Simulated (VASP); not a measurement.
# CsH (Cmcm) in VASP: single point with r2SCAN+rVV10

Aim: the single point of CsH with r2SCAN+rVV10.

Program: VASP 6.6.1. These are calculated values, not measurements. Logs are shortened: lines on timing, memory, paths and dates and some standing lists are left out, and cuts for length are marked.

## 1. The cell of the first run

It takes space group Cmcm (No. 63, orthorhombic). The conventional cell has a = 3.905 Å, b = 11.497 Å, c = 5.015 Å, α = 90.00°, β = 90.00°, γ = 90.00°. Cs (site symmetry m2m) has 7 H at 3.09 to 3.30 Å and 4 Cs at 3.74 to 3.90 Å within 4.1 Å. H (site symmetry m2m) has 7 Cs at 3.09 to 3.30 Å and 4 H at 3.57 to 3.90 Å within 4.1 Å.

## 2. Single point, r2SCAN+rVV10

The input, POSCAR:

```
CsH
1.0
    1.9523587510     -5.7485179909      0.0000000000
    1.9523587510      5.7485179909      0.0000000000
    0.0000000000      0.0000000000      5.0153130162
Cs H
2 2
Direct
    0.3793435435      0.6206564565      0.7500000000
    0.6206564565      0.3793435435      0.2500000000
    0.8894595718      0.1105404282      0.2500000000
    0.1105404282      0.8894595718      0.7500000000
```

The input, INCAR.step1:

```
PREC = Accurate
ENCUT = 520
ISMEAR = -1
SIGMA = 0.03
LREAL = F
LASPH = T
NELM = 80
NBANDS = 18
GGA = PE
ALGO = Normal
EDIFF = 1E-4
LWAVE = T
LCHARG = F
```

The input, INCAR.step2:

```
PREC = Accurate
ENCUT = 520
EDIFF = 1E-6
ISMEAR = -1
SIGMA = 0.03
LREAL = F
LASPH = T
NELM = 80
ALGO = Normal
ISIF = 2
LWAVE = F
LCHARG = F
METAGGA = R2SCAN
LMIXTAU = T
LUSE_VDW = T
IVDW_NL = 2
BPARAM = 11.95
CPARAM = 0.0093
NBANDS = 18
ISTART = 1
```

The input, KPOINTS:

```
Automatic mesh
0
Gamma
  8 8 6
```

Potentials or basis: VASP PAW PBE potentials, release 64 (Cs_sv, H).

The run is started by

```
cat potpaw_PBE.64/Cs_sv/POTCAR potpaw_PBE.64/H/POTCAR > POTCAR
cp INCAR.step1 INCAR
mpirun -np 1 vasp_std > vasp.out
cp INCAR.step2 INCAR
mpirun -np 1 vasp_std > vasp.out
```

OUTCAR:

```text
PREC = Accurate
   ENCUT = 520
   EDIFF = 1E-6
   ISMEAR = -1
   LREAL = F
   LASPH = T
   NELM = 80
   ISIF = 2
   METAGGA = R2SCAN
   IVDW_NL = 2
   BPARAM = 11.95
   ISTART = 1

 ion  position               nearest neighbor table
   1  0.379  0.621  0.750-
   2  0.621  0.379  0.250-
   3  0.889  0.111  0.250-
   4  0.111  0.889  0.750-

  LATTYP: Found a base centered orthorhombic cell.
 ALAT       =     3.9047175020
 B/A-ratio  =     2.9443963554
 C/A-ratio  =     1.2844240367

  Lattice vectors:

 A1 = (   1.9523587510,  -5.7485179909,   0.0000000000)
 A2 = (   1.9523587510,   5.7485179909,   0.0000000000)
 A3 = (   0.0000000000,   0.0000000000,   5.0153130162)

Analysis of symmetry for initial positions (statically):
=====================================================================
 Subroutine PRICEL returns:
 Original cell was already a primitive cell.

 Routine SETGRP: Setting up the symmetry group for a
 base centered orthorhombic supercell.

 Subroutine GETGRP returns: Found  8 space group operations
 (whereof  4 operations were pure point group operations)
 out of a pool of  8 trial point group operations.

The static configuration has the point symmetry C_2h.
 The point group associated with its full space group is D_2h.

Analysis of symmetry for dynamics (positions and initial velocities):
=====================================================================
 Subroutine PRICEL returns:
 Original cell was already a primitive cell.

 Routine SETGRP: Setting up the symmetry group for a
 base centered orthorhombic supercell.

 Subroutine GETGRP returns: Found  8 space group operations
 (whereof  4 operations were pure point group operations)
 out of a pool of  8 trial point group operations.

The dynamic configuration has the point symmetry C_2h.
 The point group associated with its full space group is D_2h.

 Subroutine INISYM returns: Found  8 space group operations
 (whereof  4 operations are pure point group operations),
 and found     1 'primitive' translations

----------------------------------------------------------------------------------------

                                     Primitive cell

  volume of cell :     112.5754

  direct lattice vectors                    reciprocal lattice vectors
     1.952358751 -5.748517991  0.000000000     0.256100473 -0.086978940  0.000000000
     1.952358751  5.748517991  0.000000000     0.256100473  0.086978940  0.000000000
     0.000000000  0.000000000  5.015313016     0.000000000  0.000000000  0.199389350

  length of vectors
     6.071010112  6.071010112  5.015313016     0.270467721  0.270467721  0.199389350

  position of ions in fractional coordinates (direct lattice)
     0.379343543  0.620656457  0.750000000
     0.620656457  0.379343543  0.250000000
     0.889459572  0.110540428  0.250000000
     0.110540428  0.889459572  0.750000000

  ion indices of the primitive-cell ions
   primitive index   ion index
                 1           1
                 2           2
                 3           3
                 4           4

----------------------------------------------------------------------------------------

 KPOINTS: Automatic mesh

Automatic generation of k-mesh.
 Grid dimensions read from file:
 generate k-points for:    8    8    6

 Generating k-lattice:

  Cartesian coordinates                     Fractional coordinates (reciprocal lattice)
     0.032012559 -0.010872367  0.000000000     0.125000000 -0.000000000  0.000000000
     0.032012559  0.010872367  0.000000000    -0.000000000  0.125000000  0.000000000
     0.000000000  0.000000000  0.033231558     0.000000000  0.000000000  0.166666667

  Length of vectors
     0.033808465  0.033808465  0.033231558

  Shift w.r.t. Gamma in fractional coordinates (k-lattice)
     0.000000000  0.000000000  0.000000000

 Subroutine IBZKPT returns following result:
 ===========================================

 Found     84 irreducible k-points:

 Following reciprocal coordinates:
            Coordinates               Weight
  0.000000  0.000000  0.000000      1.000000
  0.125000 -0.000000  0.000000      4.000000
  0.250000 -0.000000  0.000000      4.000000
  0.375000 -0.000000  0.000000      4.000000
  0.500000 -0.000000  0.000000      2.000000
  0.125000  0.125000  0.000000      2.000000
[... 16 lines left out ...]
  0.125000 -0.000000  0.166667      8.000000
  0.250000 -0.000000  0.166667      8.000000
 [... further k-points ...]
   k-points           NKPTS =     84   k-points in BZ     NKDIM =     84   number of bands    NBANDS=     18
   number of dos      NEDOS =    301   number of ions     NIONS =      4
   total plane-waves  NPLWV =  92160
   dimension x,y,z NGX =    48 NGY =   48 NGZ =   40
   dimension x,y,z NGXF=    96 NGYF=   96 NGZF=   80
   ions per type =               2   2
   NGX,Y,Z   is equivalent  to a cutoff of  13.14, 13.14, 13.26 a.u.
   NGXF,Y,Z  is equivalent  to a cutoff of  26.29, 26.29, 26.52 a.u.
 SYSTEM =  unknown system
   PREC   = accura    normal or accurate (medium, high low for compatibility)
   ISTART =      1    job   : 0-new  1-cont  2-samecut
   ICHARG =      0    charge: 1-file 2-atom 10-const
   ISPIN  =      1    spin polarized calculation?
   LNONCOLLINEAR =      F non collinear calculations
   LSORBIT =      F    spin-orbit coupling
   LASPH  =      T    aspherical Exc in radial PAW
   ENCUT  =  520.0 eV  38.22 Ry    6.18 a.u.  11.29 11.29  9.33*2*pi/ulx,y,z
   NELM   =     80;   NELMIN=  2; NELMDL=  0     # of ELM steps
   EDIFF  = 0.1E-05   stopping-criterion for ELM
   LREAL  =      F    real-space projection
   EDIFFG = 0.1E-04   stopping-criterion for IOM
   NSW    =      0    number of steps for IOM
   IBRION =     -1    ionic relax: 0-MD 1-quasi-New 2-CG
   NFREE  =      0    steps in history (QN), initial steepest desc. (CG)
   ISIF   =      2    stress and relaxation
   ISYM   =      2    0-nonsym 1-usesym 2-fastsym
   POTIM  = 0.5000    time-step for ionic-motion
   TEBEG  =    0.0;   TEEND  =   0.0 temperature during run
   PSTRESS=    0.0 pullay stress
   NELECT =      20.0000    total number of electrons
   NUPDOWN=      -1.0000    fix difference up-down
   EMIN   =  10.00;   EMAX   =-10.00  energy-range for DOS
   EFERMI =   0.00;   METHOD = LEGACY
   ISMEAR =    -1;   SIGMA  =   0.03  broadening in eV -4-tet -1-fermi 0-gaus
   EFERMI_NEDOS =   21; number of points for ismear=-14 and -15
   IALGO  =     38    algorithm
   IMIX   =      4    mixing-type and parameters
     AMIX     =   0.40;   BMIX     =  1.00
     AMIX_MAG =   1.60;   BMIX_MAG =  1.00
  volume/ion in A,a.u.               =      28.14       189.92
  Fermi-wavevector in a.u.,A,eV,Ry     =   0.920316  1.739145 11.523884  0.846982
  Thomas-Fermi vector in A             =   2.045608
   LORBIT       =      0    0 simple, 1 ext, 2 COOP (PROOUT), +10 PAW based schemes
   METAGGA = R2SCAN    functional components
   LHFCALC =     F    Hartree Fock is set to
   AEXX    =    0.0000 exact exchange contribution
   IVDW_NL    =     2    kernel type
   BPARAM     =11.9500
   IVDW    =     0    specifies the selected vdW correction
   LEPSILON=     F    determine dielectric tensor
   LRPA    =     F    only Hartree local field effects (RPA)
 non-spin polarized calculation
  energy-cutoff  :      520.00
  volume of cell :      112.58
 maximum number of plane-waves:      3053
 NGX is ok and might be reduce to    48
   NGX = 23   NGY = 23   NGZ = 19

 number of electron      20.0000000 magnetization

 Free energy of the ion-electron system (eV)
  ---------------------------------------------------
  ext. energy  EPLUGINS =         0.00000000
  ---------------------------------------------------
  free energy    TOTEN  =       -57.07455910 eV

  energy without entropy =      -57.07455910  energy(sigma->0) =      -57.07455910

 E-fermi :   0.9805     XC(G=0):  -8.2489

 val. band max:        0.3007885668   @ k =   0.5000   0.5000   0.5000
 cond. band min:       3.2480772883   @ k =   0.2500   0.2500   0.0000
 fundamental gap:      2.9472887214
 Fermi energy:         0.9805217752

 k-point     1 :       0.0000    0.0000    0.0000
  band No.  band energies     occupation
      1     -21.8646      2.00000
      2     -21.5876      2.00000
      3      -8.8374      2.00000
      4      -8.5534      2.00000
      5      -7.6731      2.00000
      6      -7.6192      2.00000
[... 10 lines left out ...]
     17       8.0476      0.00000
     18       8.6519      0.00000

 k-point     2 :       0.1250   -0.0000    0.0000
  band No.  band energies     occupation
      1     -21.8408      2.00000
      2     -21.5747      2.00000
      3      -8.7952      2.00000
      4      -8.5138      2.00000
      5      -7.8623      2.00000
      6      -7.7562      2.00000
[... 10 lines left out ...]
     17       8.1300      0.00000
     18       8.3482      0.00000

 k-point     3 :       0.2500   -0.0000    0.0000
  band No.  band energies     occupation
      1     -21.7815      2.00000
      2     -21.5441      2.00000
      3      -8.7042      2.00000
      4      -8.4129      2.00000
      5      -8.3755      2.00000
      6      -8.1412      2.00000
[... 10 lines left out ...]
     17       7.3423      0.00000
     18       7.4984      0.00000

 k-point     4 :       0.3750   -0.0000    0.0000
  band No.  band energies     occupation
      1     -21.7191      2.00000
      2     -21.5148      2.00000
      3      -8.8585      2.00000
      4      -8.6807      2.00000
      5      -8.3716      2.00000
      6      -8.3021      2.00000
[... 375 lines left out ...]
      4      -8.5728      2.00000
      5      -7.7984      2.00000
      6      -7.6947      2.00000
[... 10 lines left out ...]
     17       7.5492      0.00000
     18       8.6650      0.00000

 k-point    23 :       0.1250   -0.0000    0.1667
  band No.  band energies     occupation
      1     -21.8215      2.00000
      2     -21.5909      2.00000
      3      -8.7521      2.00000
      4      -8.5231      2.00000
      5      -7.9006      2.00000
      6      -7.7680      2.00000
[... 10 lines left out ...]
     17       8.1302      0.00000
     18       8.3458      0.00000

 k-point    24 :       0.2500   -0.0000    0.1667
  band No.  band energies     occupation
      1     -21.7642      2.00000
      2     -21.5583      2.00000
      3      -8.6864      2.00000
      4      -8.4464      2.00000
      5      -8.3424      2.00000
      6      -8.1469      2.00000
[... 10 lines left out ...]
     17       7.6446      0.00000
     18       8.0317      0.00000

 [... further k-points ...]

------------------------ aborting loop because EDIFF is reached ----------------------------------------

  FORCE on cell =-STRESS in cart. coord.  units (eV):
  Direction    XX          YY          ZZ          XY          YZ          ZX
  --------------------------------------------------------------------------------------
  -------------------------------------------------------------------------------------
  Total        0.0798759      0.0739545      0.0698346      0.0000000      0.0000000      0.0000000
  in kB        1.1367965      1.0525234      0.9938880      0.0000000      0.0000000      0.0000000
  external PRESSURE =       1.0610693 kB  Pullay stress =       0.0000000 kB

 VOLUME and BASIS-vectors are now :
 -----------------------------------------------------------------------------
  energy-cutoff  :      520.00
  volume of cell :      112.58
      direct lattice vectors                 reciprocal lattice vectors
     1.952358751 -5.748517991  0.000000000     0.256100473 -0.086978940  0.000000000
     1.952358751  5.748517991  0.000000000     0.256100473  0.086978940  0.000000000
     0.000000000  0.000000000  5.015313016     0.000000000  0.000000000  0.199389350

 POSITION                                       TOTAL-FORCE (eV/Angst)
 -----------------------------------------------------------------------------------
      1.95236      1.38719      3.76148         0.000000      0.005861      0.000000
      1.95236     -1.38719      1.25383         0.000000     -0.005861     -0.000000
      1.95236     -4.47763      1.25383         0.000000     -0.002741      0.000000
      1.95236      4.47763      3.76148         0.000000      0.002741      0.000000
 -----------------------------------------------------------------------------------
    total drift:                               -0.000000     -0.000000     -0.000000

  FREE ENERGIE OF THE ION-ELECTRON SYSTEM (eV)
  ---------------------------------------------------
  free  energy   TOTEN  =       -57.0745591034 eV

  energy  without entropy=      -57.0745591034  energy(sigma->0) =      -57.07455910
```

Run time: 12 min. Hardware: 1 thread of Intel Xeon Platinum 8375C at 2.90GHz (Ice Lake), shared host; peak memory 0.72 GiB.

Results:

```
Free energy            : -57.0746 eV
Pressure               : 0.1 GPa
Largest force          : 0.006 eV/Å
Band gap on the k mesh : 2.95 eV (least direct gap 2.97 eV)
```

Forces in eV/Å, atoms in the order of the input:
```
Cs   0.000  0.006  0.000
Cs   0.000 -0.006  0.000
H    0.000 -0.003  0.000
H    0.000  0.003  0.000
```

Levels at points of the mesh, in eV from the valence-band top:
```tsv
k point	band 8	band 9	band 10	band 11	band 12	band 13
(0.00, 0.00, 0.00)	-7.86	-1.75	-1.13	4.12	4.35	4.57
(0.50, 0.00, 0.00)	-7.97	-0.27	-0.07	3.45	3.61	4.13
(0.50, 0.50, 0.00)	-7.73	-1.02	-0.61	3.76	4.35	5.90
(0.00, 0.00, 0.50)	-7.88	-0.48	-0.48	3.97	3.97	5.50
(0.50, 0.00, 0.50)	-7.96	-0.89	-0.89	4.16	4.16	6.09
(0.50, 0.50, 0.50)	-7.84	0.00	0.00	3.04	3.04	5.01
```

Caveat: the PAW data sets were made with another functional, which shifts forces and pressure a little; spin-orbit coupling is left out, which moves the levels of the heavy elements.
